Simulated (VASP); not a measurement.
# KRb2 (Fm-3m) in VASP: single point with PBE

Aim: the single point of KRb2 with PBE.

Everything below comes from runs of VASP 6.6.1. Logs are shortened: lines on timing, memory, paths and dates and some standing lists are left out, and cuts for length are marked.

**1. The cell of the first run**

Symmetry: Fm-3m, No. 225, cubic system. The conventional cell has a = 10.624 Å, b = 10.624 Å, c = 10.624 Å, α = 90.00°, β = 90.00°, γ = 90.00°.

**2. Single point, PBE**

Contents of POSCAR:

```
KRb2
1.0
    0.0000000000      5.3120049191      5.3120049191
    5.3120049191      0.0000000000      5.3120049191
    5.3120049191      5.3120049191      0.0000000000
K Rb
1 2
Direct
    0.0000000000      0.0000000000      0.0000000000
    0.7500000000      0.7500000000      0.7500000000
    0.2500000000      0.2500000000      0.2500000000
```

Contents of INCAR.step1:

```
SYSTEM = KRb2
PREC = Accurate ; ENCUT = 520
EDIFF = 1E-6 ; ISMEAR = 0
SIGMA = 0.1 ; LREAL = .False.
LASPH = .True. ; NELM = 80
ALGO = Fast ; ISIF = 2
LWAVE = .False. ; LCHARG = .True.
GGA = PE ; NBANDS = 20
```

Contents of KPOINTS.step1:

```
Automatic mesh
0
Gamma
  8 8 8
  0 0 0
```

Contents of INCAR.step2:

```
SYSTEM = KRb2
PREC = Accurate ; ENCUT = 520
EDIFF = 1E-6 ; ISMEAR = -5
SIGMA = 0.1 ; LREAL = .False.
LASPH = .True. ; NELM = 80
ALGO = Fast ; ISIF = 2
LWAVE = .False. ; LCHARG = .False.
GGA = PE ; LORBIT = 10
NEDOS = 2001 ; ICHARG = 11
```

Contents of KPOINTS.step2:

```
Automatic mesh
0
Gamma
  12 12 12
  0 0 0
```

Potentials or basis: VASP PAW PBE potentials, release 64 (K_sv, Rb_sv).

Command:

```console
cat potpaw_PBE.64/K_sv/POTCAR potpaw_PBE.64/Rb_sv/POTCAR > POTCAR
cp INCAR.step1 INCAR
cp KPOINTS.step1 KPOINTS
mpirun -np 1 vasp_std > vasp.out
cp INCAR.step2 INCAR
cp KPOINTS.step2 KPOINTS
mpirun -np 1 vasp_std > vasp.out
```

OUTCAR:

```text
SYSTEM = KRb2
   PREC = Accurate
   ENCUT = 520
   EDIFF = 1E-6
   ISMEAR = -5
   LREAL = .False.
   LASPH = .True.
   NELM = 80
   ISIF = 2
   GGA = PE
   LORBIT = 10
   ICHARG = 11

 ion  position               nearest neighbor table
   1  0.000  0.000  0.000-   2 4.60   2 4.60   2 4.60   2 4.60   3 4.60   3 4.60   3 4.60   3 4.60

   2  0.750  0.750  0.750-   1 4.60   1 4.60   1 4.60   1 4.60   3 5.31   3 5.31   3 5.31   3 5.31
                             3 5.31   3 5.31
   3  0.250  0.250  0.250-   1 4.60   1 4.60   1 4.60   1 4.60   2 5.31   2 5.31   2 5.31   2 5.31
                             2 5.31   2 5.31

  LATTYP: Found a face centered cubic cell.
 ALAT       =    10.6240098382

  Lattice vectors:

 A1 = (   0.0000000000,   5.3120049191,   5.3120049191)
 A2 = (   5.3120049191,   0.0000000000,   5.3120049191)
 A3 = (   5.3120049191,   5.3120049191,   0.0000000000)

Analysis of symmetry for initial positions (statically):
=====================================================================
 Subroutine PRICEL returns:
 Original cell was already a primitive cell.

 Routine SETGRP: Setting up the symmetry group for a
 face centered cubic supercell.

 Subroutine GETGRP returns: Found 48 space group operations
 (whereof 48 operations were pure point group operations)
 out of a pool of 48 trial point group operations.

The static configuration has the point symmetry O_h .

Analysis of symmetry for dynamics (positions and initial velocities):
=====================================================================
 Subroutine PRICEL returns:
 Original cell was already a primitive cell.

 Routine SETGRP: Setting up the symmetry group for a
 face centered cubic supercell.

 Subroutine GETGRP returns: Found 48 space group operations
 (whereof 48 operations were pure point group operations)
 out of a pool of 48 trial point group operations.

The dynamic configuration has the point symmetry O_h .

 Subroutine INISYM returns: Found 48 space group operations
 (whereof 48 operations are pure point group operations),
 and found     1 'primitive' translations

----------------------------------------------------------------------------------------

                                     Primitive cell

  volume of cell :     299.7819

  direct lattice vectors                    reciprocal lattice vectors
     0.000000000  5.312004919  5.312004919    -0.094126419  0.094126419  0.094126419
     5.312004919  0.000000000  5.312004919     0.094126419 -0.094126419  0.094126419
     5.312004919  5.312004919  0.000000000     0.094126419  0.094126419 -0.094126419

  length of vectors
     7.512309400  7.512309400  7.512309400     0.163031740  0.163031740  0.163031740

  position of ions in fractional coordinates (direct lattice)
     0.000000000  0.000000000  0.000000000
     0.750000000  0.750000000  0.750000000
     0.250000000  0.250000000  0.250000000

  ion indices of the primitive-cell ions
   primitive index   ion index
                 1           1
                 2           2
                 3           3

----------------------------------------------------------------------------------------

 KPOINTS: Automatic mesh

Automatic generation of k-mesh.
 Grid dimensions read from file:
 generate k-points for:   12   12   12

 Generating k-lattice:

  Cartesian coordinates                     Fractional coordinates (reciprocal lattice)
    -0.007843868  0.007843868  0.007843868     0.083333333  0.000000000  0.000000000
     0.007843868 -0.007843868  0.007843868     0.000000000  0.083333333  0.000000000
     0.007843868  0.007843868 -0.007843868     0.000000000  0.000000000  0.083333333

  Length of vectors
     0.013585978  0.013585978  0.013585978

  Shift w.r.t. Gamma in fractional coordinates (k-lattice)
     0.000000000  0.000000000  0.000000000

 TETIRR: Found    247 inequivalent tetrahedra from    10368

 Subroutine IBZKPT returns following result:
 ===========================================

 Found     72 irreducible k-points:

 Following reciprocal coordinates:
            Coordinates               Weight
  0.000000  0.000000  0.000000      1.000000
  0.083333  0.000000  0.000000      8.000000
  0.166667  0.000000  0.000000      8.000000
  0.250000  0.000000  0.000000      8.000000
  0.333333  0.000000  0.000000      8.000000
  0.416667  0.000000  0.000000      8.000000
[... 16 lines left out ...]
  0.500000  0.166667  0.000000     24.000000
 -0.416667  0.166667  0.000000     24.000000
 [... further k-points ...]
   k-points           NKPTS =     72   k-points in BZ     NKDIM =     72   number of bands    NBANDS=     17
   number of dos      NEDOS =   2001   number of ions     NIONS =      3
   total plane-waves  NPLWV = 175616
   dimension x,y,z NGX =    56 NGY =   56 NGZ =   56
   dimension x,y,z NGXF=   112 NGYF=  112 NGZF=  112
   ions per type =               1   2
   NGX,Y,Z   is equivalent  to a cutoff of  12.39, 12.39, 12.39 a.u.
   NGXF,Y,Z  is equivalent  to a cutoff of  24.79, 24.79, 24.79 a.u.
 SYSTEM =  KRb2
   PREC   = accura    normal or accurate (medium, high low for compatibility)
   ISTART =      0    job   : 0-new  1-cont  2-samecut
   ICHARG =     11    charge: 1-file 2-atom 10-const
   ISPIN  =      1    spin polarized calculation?
   LNONCOLLINEAR =      F non collinear calculations
   LSORBIT =      F    spin-orbit coupling
   LASPH  =      T    aspherical Exc in radial PAW
   ENCUT  =  520.0 eV  38.22 Ry    6.18 a.u.  13.97 13.97 13.97*2*pi/ulx,y,z
   NELM   =     80;   NELMIN=  2; NELMDL=  0     # of ELM steps
   EDIFF  = 0.1E-05   stopping-criterion for ELM
   LREAL  =      F    real-space projection
   EDIFFG = 0.1E-04   stopping-criterion for IOM
   NSW    =      0    number of steps for IOM
   IBRION =     -1    ionic relax: 0-MD 1-quasi-New 2-CG
   NFREE  =      0    steps in history (QN), initial steepest desc. (CG)
   ISIF   =      2    stress and relaxation
   ISYM   =      2    0-nonsym 1-usesym 2-fastsym
   POTIM  = 0.5000    time-step for ionic-motion
   TEBEG  =    0.0;   TEEND  =   0.0 temperature during run
   PSTRESS=    0.0 pullay stress
   NELECT =      27.0000    total number of electrons
   NUPDOWN=      -1.0000    fix difference up-down
   EMIN   =  10.00;   EMAX   =-10.00  energy-range for DOS
   EFERMI =   0.00;   METHOD = LEGACY
   ISMEAR =    -5;   SIGMA  =   0.10  broadening in eV -4-tet -1-fermi 0-gaus
   EFERMI_NEDOS =   21; number of points for ismear=-14 and -15
   IALGO  =     68    algorithm
   IMIX   =      4    mixing-type and parameters
     AMIX     =   0.40;   BMIX     =  1.00
     AMIX_MAG =   1.60;   BMIX_MAG =  1.00
  volume/ion in A,a.u.               =      99.93       674.34
  Fermi-wavevector in a.u.,A,eV,Ry     =   0.733828  1.386734  7.326786  0.538504
  Thomas-Fermi vector in A             =   1.826632
   LORBIT       =     10    0 simple, 1 ext, 2 COOP (PROOUT), +10 PAW based schemes
   GGA     = PE    functional components
   LHFCALC =     F    Hartree Fock is set to
   AEXX    =    0.0000 exact exchange contribution
   IVDW    =     0    specifies the selected vdW correction
   LEPSILON=     F    determine dielectric tensor
   LRPA    =     F    only Hartree local field effects (RPA)
 non-spin polarized calculation
 RMM-DIIS sequential band-by-band and
 Fermi weights with tetrahedron method with Bloechl corrections
  energy-cutoff  :      520.00
  volume of cell :      299.78
 maximum number of plane-waves:      8144

 number of electron      27.0000001 magnetization

 Free energy of the ion-electron system (eV)
  ---------------------------------------------------
  ext. energy  EPLUGINS =         0.00000000
  ---------------------------------------------------
  free energy    TOTEN  =        -2.60498786 eV

  energy without entropy =       -2.60498786  energy(sigma->0) =       -2.60498786

 E-fermi :  -0.3394     XC(G=0):  -5.0964

 val. band max:       -0.3485552405   @ k =   0.5000   0.2500   0.0833
 cond. band min:      -0.3399850467   @ k =  -0.3333   0.0833   0.0000
 fundamental gap:      0.0085701938
 Fermi energy:        -0.3394023287

 k-point     1 :       0.0000    0.0000    0.0000
  band No.  band energies     occupation
      1     -32.7178      2.00000
      2     -29.3466      2.00000
      3     -29.3448      2.00000
      4     -16.2023      2.00000
      5     -16.2023      2.00000
      6     -16.2023      2.00000
[... 9 lines left out ...]
     16       1.1225      0.00000
     17       1.4467      0.00000

 k-point     2 :       0.0833    0.0000    0.0000
  band No.  band energies     occupation
      1     -32.7178      2.00000
      2     -29.3466      2.00000
      3     -29.3449      2.00000
      4     -16.2023      2.00000
      5     -16.2023      2.00000
      6     -16.2023      2.00000
[... 9 lines left out ...]
     16       1.1210      0.00000
     17       1.4286      0.00000

 k-point     3 :       0.1667    0.0000    0.0000
  band No.  band energies     occupation
      1     -32.7178      2.00000
      2     -29.3465      2.00000
      3     -29.3450      2.00000
      4     -16.2023      2.00000
      5     -16.2023      2.00000
      6     -16.2023      2.00000
[... 392 lines left out ...]
 k-point    23 :       0.5000    0.1667    0.0000
  band No.  band energies     occupation
      1     -32.7178      2.00000
      2     -29.3459      2.00000
      3     -29.3456      2.00000
      4     -16.2024      2.00000
      5     -16.2024      2.00000
      6     -16.2023      2.00000
[... 9 lines left out ...]
     16       0.8941      0.00000
     17       0.9462      0.00000

 k-point    24 :      -0.4167    0.1667    0.0000
  band No.  band energies     occupation
      1     -32.7178      2.00000
      2     -29.3458      2.00000
      3     -29.3457      2.00000
      4     -16.2024      2.00000
      5     -16.2024      2.00000
      6     -16.2024      2.00000
[... 9 lines left out ...]
     16       0.9763      0.00000
     17       0.9824      0.00000

 [... further k-points ...]

------------------------ aborting loop because EDIFF is reached ----------------------------------------

  FORCE on cell =-STRESS in cart. coord.  units (eV):
  Direction    XX          YY          ZZ          XY          YZ          ZX
  --------------------------------------------------------------------------------------
  -------------------------------------------------------------------------------------
  Total        0.0456950      0.0456950      0.0456950     -0.0000000      0.0000000      0.0000000
  in kB        0.2442156      0.2442156      0.2442156     -0.0000000      0.0000000      0.0000000
  external PRESSURE =       0.2442156 kB  Pullay stress =       0.0000000 kB

 VOLUME and BASIS-vectors are now :
 -----------------------------------------------------------------------------
  energy-cutoff  :      520.00
  volume of cell :      299.78
      direct lattice vectors                 reciprocal lattice vectors
     0.000000000  5.312004919  5.312004919    -0.094126419  0.094126419  0.094126419
     5.312004919  0.000000000  5.312004919     0.094126419 -0.094126419  0.094126419
     5.312004919  5.312004919  0.000000000     0.094126419  0.094126419 -0.094126419

 POSITION                                       TOTAL-FORCE (eV/Angst)
 -----------------------------------------------------------------------------------
      0.00000      0.00000      0.00000         0.000000     -0.000000     -0.000000
      7.96801      7.96801      7.96801         0.000000      0.000000      0.000000
      2.65600      2.65600      2.65600        -0.000000     -0.000000     -0.000000
 -----------------------------------------------------------------------------------
    total drift:                               -0.000000     -0.000000      0.000000

  FREE ENERGIE OF THE ION-ELECTRON SYSTEM (eV)
  ---------------------------------------------------
  free  energy   TOTEN  =        -2.6049878571 eV

  energy  without entropy=       -2.6049878571  energy(sigma->0) =       -2.60498786

 total charge

# of ion       s       p       d       tot
------------------------------------------
    1        1.989   5.547   0.002   7.538
    2        1.965   5.319   0.005   7.289
    3        1.965   5.319   0.005   7.289
--------------------------------------------------
tot          5.918  16.186   0.011  22.116
```

Wall time 18 min (1 thread of Oxide Virtual Turin-like, shared host); peak memory 0.61 GiB.

What came out:

```yaml
Valence_electrons_inside_the_program's_atomic_spheres: K 7.54; Rb 7.29
```

Levels at points of the mesh, in eV from the Fermi level:
```tsv
k point	band 11	band 12	band 13	band 14	band 15	band 16
(0.00, 0.00, 0.00)	-13.08	-13.08	-1.85	1.46	1.46	1.46
(0.50, 0.00, 0.00)	-13.09	-13.09	-0.88	-0.52	1.51	1.56
(0.50, 0.50, 0.00)	-13.08	-13.07	-0.48	-0.31	0.73	0.74
```
